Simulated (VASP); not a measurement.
# Al24O35 (a cell with a defect) in VASP: a series of runs

Runs on Al24O35 (a cell with a defect). Level: PBEsol. Tasks: single point.

All numbers are computed with VASP 6.6.1; they aren't measurements. Logs are shortened: lines on timing, memory, paths and dates and some standing lists are left out, and cuts for length are marked.

## 1. The cell of the first run

The cell holds a defect, 118 atoms: a = 9.548 Å, b = 9.548 Å, c = 13.014 Å, α = 90.00°, β = 90.00°, γ = 120.00°.

## 2. Single point, PBEsol

Input file INCAR:

```
SYSTEM = Al24O35
ALGO = Normal
EDIFF = 1E-6
ENCUT = 520
GGA = PS
GGA_COMPAT = .FALSE.
ISIF = 2
ISMEAR = -1
ISYM = -1
LASPH = .TRUE.
LCHARG = .FALSE.
LREAL = Auto
LWAVE = .FALSE.
NBANDS = 347
NELM = 120
PREC = Accurate
SIGMA = 0.05
```

Input file KPOINTS:

```
explicit points
1
Reciprocal
  0.25000000   0.25000000   0.25000000 1
```

Input file POSCAR:

```
Al24O35
1.0
    9.5478620000      0.0000000000      0.0000000000
   -4.7739310000      8.2686910000      0.0000000000
    0.0000000000      0.0000000000     13.0135760000
Al O
48 70
Direct
    0.3327050000      0.1658560000      0.1855000000
    0.3329870000      0.6660480000      0.1853880000
    0.8328800000      0.1662560000      0.1854280000
    0.8328750000      0.6657410000      0.1856010000
    0.1664350000      0.3328150000      0.0184910000
    0.1662160000      0.8324500000      0.0186200000
[... 110 lines left out ...]
    0.6661010000      0.4855950000      0.9163970000
    0.6665190000      0.9857000000      0.9165890000
```

Potentials or basis: VASP PAW PBE potentials, release 64 (Al, O).

On the command line:

```sh
$ cat potpaw_PBE.64/Al/POTCAR potpaw_PBE.64/O/POTCAR > POTCAR
$ mpirun -np 1 vasp_std > vasp.out
```

OUTCAR:

```text
SYSTEM = Al24O35
   EDIFF = 1E-6
   ENCUT = 520
   GGA = PS
   ISIF = 2
   ISMEAR = -1
   ISYM = -1
   LASPH = .TRUE.
   LREAL = Auto
   NELM = 120
   PREC = Accurate

 ion  position               nearest neighbor table
   1  0.333  0.166  0.185-  59 1.86  61 1.86  49 1.86  65 1.97  53 1.97  88 1.98  41 2.66  21 2.80
                            23 2.80  24 2.80   9 3.23  10 3.23  11 3.23
   2  0.333  0.666  0.185-  62 1.86  50 1.86  60 1.86  66 1.97  54 1.97  89 1.97  42 2.66  23 2.80
                            22 2.80  24 2.80  12 3.23   9 3.23  10 3.23
   3  0.833  0.166  0.185-  51 1.86  57 1.86  63 1.86  67 1.97  90 1.97  55 1.98  43 2.66  22 2.80
                            23 2.80  21 2.80  12 3.23   9 3.23  11 3.23
   4  0.833  0.666  0.186-  58 1.86  52 1.86  64 1.86  56 1.97  68 1.98  91 1.98  44 2.66  22 2.80
                            24 2.80  21 2.80  12 3.23  10 3.24  11 3.24
   5  0.166  0.333  0.018-  54 1.86  65 1.86  90 1.86  80 1.97 103 1.97 115 1.98  45 2.66  41 2.80
                            42 2.80  43 2.80  24 3.23  22 3.23  21 3.23
   6  0.166  0.832  0.019-  66 1.86  91 1.86  53 1.86 104 1.97  81 1.98 116 1.98  46 2.66  44 2.80
                            42 2.80  41 2.80  22 3.23  23 3.23  21 3.23
   7  0.666  0.333  0.019-  88 1.86  56 1.86  67 1.86  82 1.97 117 1.98 105 1.98  47 2.65  44 2.80
                            43 2.80  41 2.80  24 3.23  22 3.23  23 3.23
   8  0.666  0.833  0.019-  55 1.86  68 1.86  89 1.86 118 1.97  83 1.98 106 1.98  48 2.66  42 2.80
                            44 2.80  43 2.80  21 3.23  24 3.23  23 3.23
   9  0.166  0.333  0.315-  61 1.86  57 1.86  50 1.86  99 1.97  72 1.98  76 1.98  13 2.66  17 2.80
                            18 2.80  20 2.80   1 3.23   3 3.23   2 3.23
  10  0.167  0.833  0.315-  62 1.86  49 1.86  58 1.87 100 1.96  73 1.97  77 1.98  14 2.68  19 2.79
                            18 2.80  17 2.80   1 3.23   2 3.23   4 3.24
  11  0.666  0.332  0.316-  59 1.86  63 1.87  52 1.87  74 1.95  78 1.97 101 1.98  15 2.70  19 2.79
                            20 2.80  18 2.80   3 3.23   1 3.23   4 3.24
  12  0.666  0.833  0.314-  51 1.86  64 1.86  60 1.86  79 1.97 102 1.97  75 2.00  16 2.65  17 2.80
                            19 2.80  20 2.80   3 3.23   2 3.23   4 3.23
  13  0.166  0.332  0.519-  94 1.86  70 1.86  95 1.87  76 1.97  72 1.97  99 1.98   9 2.66  38 2.80
                            39 2.81  37 2.81  25 3.22  28 3.25  26 3.26
  14  0.162  0.827  0.521-  96 1.87  69 1.87  73 1.98  77 1.98 100 2.02  10 2.68  40 2.76  38 2.80
                            37 2.84  26 3.08  25 3.22  27 3.25
  15  0.667  0.342  0.523-  97 1.87  92 1.88 101 1.98  78 1.98  74 2.06  11 2.70  40 2.73  37 2.82
                            39 2.86  28 3.08  26 3.17  27 3.26
  16  0.666  0.833  0.518-  93 1.86  71 1.86  98 1.87  79 1.97 102 1.97  75 1.97  12 2.65  38 2.80
                            39 2.80  40 2.81  28 3.22  27 3.22  25 3.24
  17  0.999  1.000  0.352-  72 1.86 102 1.86  77 1.87  57 1.97  64 1.97  49 1.97  21 2.66   9 2.80
                            12 2.80  10 2.80  37 3.23  40 3.23  39 3.24
  18  1.000  0.499  0.352-  73 1.86  76 1.86 101 1.87  63 1.97  50 1.97  58 1.97  22 2.65   9 2.80
                            11 2.80  10 2.80  39 3.22  38 3.23  40 3.24
  19  0.499  1.000  0.353-  74 1.86 100 1.86  79 1.86  59 1.97  62 1.98  51 1.98  23 2.66  11 2.79
                            10 2.79  12 2.80  37 3.21  39 3.21  38 3.23
  20  0.500  0.499  0.352-  78 1.86  99 1.86  75 1.86  60 1.97  52 1.97  61 1.98  24 2.66   9 2.80
                            11 2.80  12 2.80  38 3.22  37 3.24  40 3.24
  21  1.000  0.999  0.148-  55 1.86  91 1.86  65 1.86  57 1.97  49 1.97  64 1.98  17 2.66   1 2.80
                             4 2.80   3 2.80   8 3.23   6 3.23   5 3.23
  22  1.000  0.500  0.148-  66 1.86  56 1.86  90 1.86  50 1.97  58 1.98  63 1.98  18 2.65   4 2.80
                             3 2.80   2 2.80   6 3.23   7 3.23   5 3.23
  23  0.499  0.999  0.148-  53 1.86  89 1.86  67 1.86  51 1.97  62 1.97  59 1.97  19 2.66   1 2.80
                             2 2.80   3 2.80   6 3.23   7 3.23   8 3.23
  24  0.500  0.499  0.148-  88 1.86  54 1.86  68 1.86  61 1.97  60 1.98  52 1.98  20 2.66   4 2.80
                             1 2.80   2 2.80   7 3.23   5 3.23   8 3.23
  25  1.000  0.000  0.648-  69 1.86  94 1.86  98 1.87 109 1.97 111 1.97  85 1.97  29 2.65  33 2.80
                            35 2.80  36 2.80  14 3.22  13 3.22  16 3.24
  26  0.999  0.508  0.644-  97 1.87  70 1.88 110 1.98 112 1.98  84 2.06  30 2.69  36 2.74  34 2.82
                            35 2.86  14 3.08  15 3.17  13 3.26
  27  0.500  1.000  0.648-  71 1.86  92 1.86  96 1.86 113 1.97  87 1.98 107 1.98  31 2.66  33 2.80
                            35 2.81  34 2.81  16 3.22  14 3.25  15 3.26
  28  0.504  0.499  0.645-  95 1.87  93 1.87  86 1.98 114 1.98 108 2.02  32 2.68  36 2.76  33 2.80
                            34 2.84  15 3.08  16 3.22  13 3.25
  29  1.000  1.000  0.852-  80 1.86 116 1.86 106 1.86 111 1.97 109 1.97  85 2.00  25 2.65  48 2.80
                            45 2.80  46 2.80  43 3.23  41 3.23  44 3.23
  30  0.000  0.499  0.851- 115 1.86 105 1.87  81 1.87  84 1.95 112 1.97 110 1.98  26 2.69  45 2.79
                            46 2.80  47 2.80  43 3.23  42 3.23  44 3.24
  31  0.500  0.999  0.852- 104 1.86 118 1.86  82 1.86 107 1.97  87 1.98 113 1.98  27 2.66  48 2.80
                            47 2.80  46 2.80  42 3.23  43 3.23  41 3.23
  32  0.499  0.499  0.851- 103 1.86  83 1.86 117 1.87 108 1.96  86 1.97 114 1.98  28 2.68  45 2.79
                            47 2.80  48 2.80  42 3.23  41 3.23  44 3.24
  33  0.333  0.166  0.685- 107 1.86 111 1.86  86 1.86  92 1.97  95 1.97  69 1.98  37 2.66  25 2.80
                            27 2.80  28 2.80  46 3.22  45 3.23  47 3.23
  34  0.333  0.665  0.685- 108 1.86  87 1.87 112 1.87  70 1.97  93 1.97  96 1.98  38 2.66  27 2.81
                            26 2.82  28 2.84  45 3.21  48 3.23  46 3.24
  35  0.835  0.169  0.685-  84 1.85 113 1.86 109 1.87  94 1.97  97 1.98  71 1.99  39 2.66  25 2.80
                            27 2.81  26 2.86  45 3.21  47 3.22  48 3.24
  36  0.832  0.666  0.684- 114 1.85 110 1.86  85 1.86  98 1.96  40 2.63  26 2.74  28 2.76  25 2.80
                            48 3.23  47 3.24  46 3.24
  37  0.333  0.164  0.481- 100 1.85  72 1.87  78 1.87  92 1.97  95 1.97  69 1.98  33 2.66  13 2.81
                            15 2.82  14 2.84  19 3.21  17 3.23  20 3.24
  38  0.333  0.666  0.481-  99 1.86  73 1.86  79 1.86  70 1.97  96 1.97  93 1.98  34 2.66  16 2.80
                            13 2.80  14 2.80  20 3.22  19 3.23  18 3.23
  39  0.831  0.167  0.481-  74 1.85  76 1.86 102 1.87  71 1.97  97 1.97  94 1.99  35 2.66  16 2.80
                            13 2.81  15 2.86  19 3.21  18 3.22  17 3.24
[... 86 lines left out ...]
 117  0.666  0.486  0.916-  44 1.86  32 1.87  47 1.97   7 1.98
 118  0.667  0.986  0.917-  31 1.86  43 1.86  48 1.97   8 1.97

IMPORTANT INFORMATION: All symmetrisations will be switched off!
NOSYMM: (Re-)initialisation of all symmetry stuff for point group C_1.

----------------------------------------------------------------------------------------

                                     Primitive cell

  volume of cell :    1027.4000

  direct lattice vectors                    reciprocal lattice vectors
     9.547862000  0.000000000  0.000000000     0.104735489  0.060469063  0.000000000
    -4.773931000  8.268691000  0.000000000     0.000000000  0.120938127  0.000000000
     0.000000000  0.000000000 13.013576000     0.000000000  0.000000000  0.076842829

  length of vectors
     9.547862000  9.547861962 13.013576000     0.120938126  0.120938127  0.076842829

  position of ions in fractional coordinates (direct lattice)
     0.332705000  0.165856000  0.185500000
     0.332987000  0.666048000  0.185388000
     0.832880000  0.166256000  0.185428000
     0.832875000  0.665741000  0.185601000
     0.166435000  0.332815000  0.018491000
     0.166216000  0.832450000  0.018620000
[... 110 lines left out ...]
     0.666101000  0.485595000  0.916397000
     0.666519000  0.985700000  0.916589000

  ion indices of the primitive-cell ions
   primitive index   ion index
                 1           1
                 2           2
                 3           3
                 4           4
                 5           5
                 6           6
[... 103 lines left out ...]
               110         110
               111         111
   k-points           NKPTS =      1   k-points in BZ     NKDIM =      1   number of bands    NBANDS=    347
   number of dos      NEDOS =    301   number of ions     NIONS =    118
   total plane-waves  NPLWV = 508032
   dimension x,y,z NGX =    72 NGY =   72 NGZ =   98
   dimension x,y,z NGXF=   144 NGYF=  144 NGZF=  196
   ions per type =              48  70
   NGX,Y,Z   is equivalent  to a cutoff of  12.54, 12.54, 12.52 a.u.
   NGXF,Y,Z  is equivalent  to a cutoff of  25.07, 25.07, 25.04 a.u.
 SYSTEM =  Al24O35
   PREC   = accura    normal or accurate (medium, high low for compatibility)
   ISTART =      0    job   : 0-new  1-cont  2-samecut
   ICHARG =      2    charge: 1-file 2-atom 10-const
   ISPIN  =      1    spin polarized calculation?
   LNONCOLLINEAR =      F non collinear calculations
   LSORBIT =      F    spin-orbit coupling
   LASPH  =      T    aspherical Exc in radial PAW
   ENCUT  =  520.0 eV  38.22 Ry    6.18 a.u.  17.75 17.75 24.20*2*pi/ulx,y,z
   NELM   =    120;   NELMIN=  2; NELMDL= -5     # of ELM steps
   EDIFF  = 0.1E-05   stopping-criterion for ELM
   LREAL  =      T    real-space projection
   EDIFFG = 0.1E-04   stopping-criterion for IOM
   NSW    =      0    number of steps for IOM
   IBRION =     -1    ionic relax: 0-MD 1-quasi-New 2-CG
   NFREE  =      0    steps in history (QN), initial steepest desc. (CG)
   ISIF   =      2    stress and relaxation
   ISYM   =     -1    0-nonsym 1-usesym 2-fastsym
   POTIM  = 0.5000    time-step for ionic-motion
   TEBEG  =    0.0;   TEEND  =   0.0 temperature during run
   PSTRESS=    0.0 pullay stress
   NELECT =     564.0000    total number of electrons
   NUPDOWN=      -1.0000    fix difference up-down
   EMIN   =  10.00;   EMAX   =-10.00  energy-range for DOS
   EFERMI =   0.00;   METHOD = LEGACY
   ISMEAR =    -1;   SIGMA  =   0.05  broadening in eV -4-tet -1-fermi 0-gaus
   EFERMI_NEDOS =   21; number of points for ismear=-14 and -15
   IALGO  =     38    algorithm
   IMIX   =      4    mixing-type and parameters
     AMIX     =   0.40;   BMIX     =  1.00
     AMIX_MAG =   1.60;   BMIX_MAG =  1.00
  volume/ion in A,a.u.               =       8.71        58.76
  Fermi-wavevector in a.u.,A,eV,Ry     =   1.340463  2.533107 24.447490  1.796840
  Thomas-Fermi vector in A             =   2.468773
   LORBIT       =      0    0 simple, 1 ext, 2 COOP (PROOUT), +10 PAW based schemes
   GGA     = PS    functional components
   LHFCALC =     F    Hartree Fock is set to
   AEXX    =    0.0000 exact exchange contribution
   IVDW    =     0    specifies the selected vdW correction
   LEPSILON=     F    determine dielectric tensor
   LRPA    =     F    only Hartree local field effects (RPA)
 non-spin polarized calculation
  energy-cutoff  :      520.00
  volume of cell :     1027.40
 maximum number of plane-waves:     27659
 NGX is ok and might be reduce to    70
   NGX = 35   NGY = 35   NGZ = 49

 number of electron     563.9999875 magnetization

 Free energy of the ion-electron system (eV)
  ---------------------------------------------------
  ext. energy  EPLUGINS =         0.00000000
  ---------------------------------------------------
  free energy    TOTEN  =      -920.10962273 eV

  energy without entropy =     -920.10962273  energy(sigma->0) =     -920.10962273

 E-fermi :   9.8589     XC(G=0): -11.8386

 val. band max:        8.6096966965   @ k =   0.2500   0.2500   0.2500
 cond. band min:      11.9684178497   @ k =   0.2500   0.2500   0.2500
 fundamental gap:      3.3587211532
 Fermi energy:         9.8588523294

 k-point     1 :       0.2500    0.2500    0.2500
  band No.  band energies     occupation
      1     -13.0248      2.00000
      2     -12.8057      2.00000
      3     -12.7737      2.00000
      4     -12.7216      2.00000
      5     -12.5620      2.00000
      6     -12.5055      2.00000
[... 286 lines left out ...]
    293      14.5526      0.00000
    294      14.6766      0.00000
 [bands above 294 left out]

------------------------ aborting loop because EDIFF is reached ----------------------------------------

  FORCE on cell =-STRESS in cart. coord.  units (eV):
  Direction    XX          YY          ZZ          XY          YZ          ZX
  --------------------------------------------------------------------------------------
  -------------------------------------------------------------------------------------
  Total       -1.6371647     -3.0772496     -2.8649198      0.7921578      0.2153515      0.4236247
  in kB       -2.5530741     -4.7988122     -4.4676949      1.2353293      0.3358295      0.6606209
  external PRESSURE =      -3.9398604 kB  Pullay stress =       0.0000000 kB

 VOLUME and BASIS-vectors are now :
 -----------------------------------------------------------------------------
  energy-cutoff  :      520.00
  volume of cell :     1027.40
      direct lattice vectors                 reciprocal lattice vectors
     9.547862000  0.000000000  0.000000000     0.104735489  0.060469063  0.000000000
    -4.773931000  8.268691000  0.000000000     0.000000000  0.120938127  0.000000000
     0.000000000  0.000000000 13.013576000     0.000000000  0.000000000  0.076842829

 POSITION                                       TOTAL-FORCE (eV/Angst)
 -----------------------------------------------------------------------------------
      2.38484      1.37141      2.41402        -0.002062     -0.001770     -0.003069
     -0.00035      5.50735      2.41256         0.000766     -0.001210     -0.002897
      7.15853      1.37472      2.41308        -0.000120     -0.001849     -0.003362
      4.77397      5.50481      2.41533         0.000067     -0.002392     -0.004368
      0.00026      2.75194      0.24063         0.000101     -0.000899      0.001649
     -2.38705      6.88327      0.24231         0.001608     -0.002052      0.002715
[... 110 lines left out ...]
      4.04164      4.01524     11.92560         0.003072     -0.001558     -0.004154
      1.65817      8.15045     11.92810         0.001676     -0.001471     -0.004202
 -----------------------------------------------------------------------------------
    total drift:                               -0.000570      0.020084      0.007183

  FREE ENERGIE OF THE ION-ELECTRON SYSTEM (eV)
  ---------------------------------------------------
  free  energy   TOTEN  =      -920.1096227286 eV

  energy  without entropy=     -920.1096227286  energy(sigma->0) =     -920.10962273
```

Wall time 9.8 min (1 thread of Intel Xeon Platinum 8488C (Sapphire Rapids), shared host); peak memory 1 GiB.

Results:

* Free energy: -920.1096 eV
* Pressure: -0.4 GPa
* Largest force: 0.019 eV/Å
* Band gap on the k mesh: 3.36 eV

Forces on the atoms (eV/Å):
```
Al  -0.002 -0.002 -0.003
Al   0.001 -0.001 -0.003
Al   0.000 -0.002 -0.003
Al   0.000 -0.002 -0.004
Al   0.000 -0.001  0.002
Al   0.002 -0.002  0.003
Al  -0.002 -0.002  0.003
Al   0.001  0.000  0.003
Al  -0.001 -0.002  0.000
Al   0.002  0.000 -0.005
Al   0.000 -0.004 -0.002
Al  -0.002  0.001  0.000
Al   0.000 -0.001 -0.004
Al   0.003  0.000 -0.007
Al   0.001 -0.003 -0.008
Al  -0.008  0.004 -0.007
Al   0.001  0.000 -0.006
Al   0.000  0.001 -0.004
Al   0.002 -0.003 -0.006
Al  -0.002  0.000 -0.008
Al   0.001  0.002  0.001
Al   0.002  0.000  0.002
Al   0.001  0.001  0.002
Al  -0.002  0.000  0.002
Al  -0.001  0.004  0.005
Al   0.004  0.000  0.003
Al  -0.001  0.000  0.003
Al  -0.003 -0.004  0.006
Al   0.001  0.001  0.000
Al   0.000  0.001  0.003
Al   0.000  0.001  0.001
Al  -0.001  0.000  0.003
Al   0.001 -0.001 -0.002
Al   0.000 -0.003 -0.001
Al  -0.003  0.000 -0.005
Al  -0.002  0.001  0.002
Al   0.000 -0.003 -0.002
Al  -0.002 -0.002 -0.003
Al   0.000  0.001  0.003
Al  -0.003  0.001 -0.001
Al  -0.001 -0.002  0.003
Al   0.002 -0.002  0.005
Al  -0.001 -0.003  0.004
Al  -0.001 -0.001  0.007
Al   0.003 -0.001  0.005
Al   0.002  0.001  0.006
Al   0.000 -0.003  0.005
Al  -0.001  0.000  0.007
O   -0.005 -0.003  0.003
O   -0.005 -0.001  0.000
O   -0.005  0.002  0.001
O   -0.003 -0.002  0.004
O   -0.002  0.005  0.000
O   -0.003  0.005  0.001
O   -0.002  0.004 -0.001
O   -0.003  0.005  0.000
O    0.002 -0.004  0.000
O    0.002 -0.002  0.002
O    0.000 -0.005  0.002
O    0.003 -0.002  0.002
O    0.003  0.003  0.001
O    0.002  0.001  0.003
O    0.001  0.005  0.003
O    0.004  0.000  0.003
O    0.006  0.001  0.000
O    0.005  0.001  0.000
O    0.006  0.001  0.001
O    0.006  0.001  0.000
O    0.002 -0.001 -0.002
O   -0.003  0.007  0.003
O    0.004  0.004  0.004
O   -0.002  0.005  0.004
O   -0.005  0.002  0.004
O   -0.002  0.008  0.002
O    0.004 -0.001  0.008
O    0.004  0.000  0.001
O    0.005 -0.005  0.009
O    0.006  0.002  0.004
O    0.004  0.000  0.001
O    0.004  0.005 -0.004
O    0.002  0.004 -0.004
O    0.003  0.005 -0.004
O    0.003  0.005 -0.003
O   -0.005  0.008 -0.003
O   -0.004  0.002 -0.004
O    0.000  0.005 -0.007
O   -0.003  0.002 -0.004
O   -0.002 -0.003  0.000
O   -0.003 -0.003  0.000
O   -0.002 -0.003  0.000
O   -0.002 -0.004  0.001
O   -0.004  0.006  0.002
O    0.003 -0.003  0.002
O   -0.004 -0.002  0.002
O    0.008  0.000  0.000
O    0.000 -0.006  0.004
O   -0.003  0.004  0.001
O    0.011 -0.015  0.002
O   -0.002 -0.002  0.001
O   -0.002 -0.005  0.000
O   -0.004 -0.001  0.009
O   -0.002 -0.003  0.003
O   -0.005  0.001 -0.003
O   -0.005  0.001 -0.003
O   -0.006  0.005 -0.004
O   -0.005  0.000 -0.005
O    0.004  0.002 -0.001
O    0.004  0.002 -0.003
O    0.004  0.000 -0.003
O    0.002  0.004 -0.011
O   -0.002 -0.002 -0.001
O   -0.005 -0.003 -0.006
O   -0.003 -0.002 -0.001
O    0.001 -0.006 -0.009
O    0.000 -0.004 -0.002
O    0.003 -0.003 -0.003
O    0.003 -0.002 -0.004
O    0.002 -0.001 -0.004
```

Caveat: the PAW data sets were made with another functional, which shifts forces and pressure a little.

[end of part 1 of 2]
